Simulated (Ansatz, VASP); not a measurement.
# InAs: VASP beside Ansatz

File INCAR:

```
PREC     = Accurate       # precision mode
ENCUT    = 520            # plane-wave cutoff, eV
EDIFF    = 1E-6           # SCF threshold, eV
ISMEAR   = 0              # smearing method
SIGMA    = 0.1            # smearing width, eV
LREAL    = F              # projectors in reciprocal space
LASPH    = T              # aspherical terms in the spheres
NELM     = 60             # most SCF steps
ALGO     = Normal         # electronic algorithm
ISIF     = 2              # what is computed and relaxed
LWAVE    = F              # write WAVECAR
LCHARG   = T              # write CHGCAR
GGA      = PS             # functional
LELF     = T              # ELF
LVHAR    = T            
NBANDS   = 16             # bands
```

File KPOINTS:

```
Automatic mesh
0
Gamma
  12 12 12
```

The input POSCAR:

```
InAs
1.0
    0.0000000000      3.0740292873      3.0740292873
    3.0740292873      0.0000000000      3.0740292873
    3.0740292873      3.0740292873      0.0000000000
In As
1 1
Direct
    0.0000000000      0.0000000000      0.0000000000
    0.2500000000      0.2500000000      0.2500000000
```

Input for Ansatz:

```yaml
crystal:
  lattice:
    - [0.0, 3.0740292872, 3.0740292872]
    - [3.0740292872, 0.0, 3.0740292872]
    - [3.0740292872, 3.0740292872, 0.0]
  atoms:
    - { symbol: In, position: [0.0, 0.0, 0.0] }
    - { symbol: As, position: [0.25, 0.25, 0.25] }
basis:
  ecutwfc: 420
kpoints:
  mp_grid: { grid: [12, 12, 12] }
hamiltonian:
  xc: pbesol
scf:
  occupations: { method: gaussian, width: 0.1 }
output:
  forces: true
  stress: true
  eigenvalues: true
```

Alike in both runs: task single point; functional PBEsol; k mesh 12 × 12 × 12; occupations gaussian, width 0.1 eV; no spin polarisation.

|  | VASP | Ansatz |
| --- | --- | --- |
| version | VASP 6.6.1 | Ansatz 0.2.0 |
| potentials or method | VASP PAW PBE potentials, release 64 (In_d, As), cutoff 520 eV | scalar-relativistic, plane waves, PAW |
| valence electrons in the cell | 18 | 28 |

Ansatz gave:

| Property | Result |
| --- | --- |
| gap on the k mesh at the Fermi level (eV) | none |
| pressure (GPa) | -1.6 |

Question: What did VASP give for the same quantities?

Answer: gap on the k mesh at the Fermi level (eV): none; pressure (GPa): -1.5.

VASP's potentials were made for PBE, not for PBEsol. A gap of «none» marks a metal or a gap that the smearing closes. The functional is the same, so the differences come from potentials, cutoffs and numerics. VASP's potentials hold 18 valence electrons a cell and Ansatz's 28, so a difference there can come from the potentials and not from the codes.
